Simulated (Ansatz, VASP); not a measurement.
Given: the input of a run of VASP 6.6.1 on ScAl3.

Contents of INCAR:

```
SYSTEM = ScAl3
PREC = Accurate
ENCUT = 600
EDIFF = 1E-7
ISMEAR = -1
SIGMA = 0.05
LREAL = .False.
LASPH = .True.
NELM = 60
ALGO = Normal
ISIF = 3
LWAVE = .False.
LCHARG = .False.
GGA = PS
IBRION = 2
NSW = 60
EDIFFG = -0.01
```

Contents of KPOINTS:

```
Automatic mesh
0
Gamma
  7 7 7
  0 0 0
```

POSCAR

```
ScAl3
1.0
    4.0878065700      0.0000000000      0.0000000000
    0.0000000000      4.0878065700      0.0000000000
    0.0000000000      0.0000000000      4.0878065700
Sc Al
1 3
Direct
    0.0000000000      0.0000000000      0.0000000000
    0.5000000000      0.5000000000      0.0000000000
    0.0000000000      0.5000000000      0.5000000000
    0.5000000000      0.0000000000      0.5000000000
```

Potentials or basis: VASP PAW PBE potentials, release 64 (Sc_sv, Al).

Run with:

```sh
$ cat potpaw_PBE.64/Sc_sv/POTCAR potpaw_PBE.64/Al/POTCAR > POTCAR
$ mpirun -np 1 vasp_std > vasp.out
```

Q: Translate it to Ansatz 0.2.0. Potentials there: Ansatz PAW.

A: As run (the cutoff follows the program's own potentials):

File input.yaml:

```yaml
crystal:
  lattice:
    - [4.08780657, 0.0, 0.0]
    - [0.0, 4.08780657, 0.0]
    - [0.0, 0.0, 4.08780657]
  atoms:
    - { symbol: Sc, position: [0.0, 0.0, 0.0] }
    - { symbol: Al, position: [0.5, 0.5, 0.0] }
    - { symbol: Al, position: [0.0, 0.5, 0.5] }
    - { symbol: Al, position: [0.5, 0.0, 0.5] }
hamiltonian:
  xc: pbesol
  pseudopotentials: { kind: paw }
kpoints:
  mp_grid: { grid: [7, 7, 7] }
scf:
  occupations: { method: fermi_dirac, width: 0.05 }
output:
  forces: true
  stress: true
relax:
  f_tol: 0.01
  max_steps: 40
  cell: { stress_tol: 0.05 }
```

Potentials or basis: Ansatz PAW.

Run with:

```sh
$ ansatz run input.yaml --threads 2 --pin off --max-ram 5632MiB --backend cpu --events-out ev --progress --plain --runs-dir out
```

Both were run:

|  | VASP | Ansatz | Ansatz less VASP |
| --- | --- | --- | --- |
| relaxed volume (Å³/atom) | 16.89 | 16.87 | -0.022 |
| relaxed cell length with the largest relative difference (Å) | 4.073 | 4.071 | -0.0018 |

VASP's potentials were made for PBE, not for PBEsol.

Noted on Ansatz's run: the plane-wave basis is chosen anew once the cell has moved, so the energies of steps on either side of that aren't comparable.
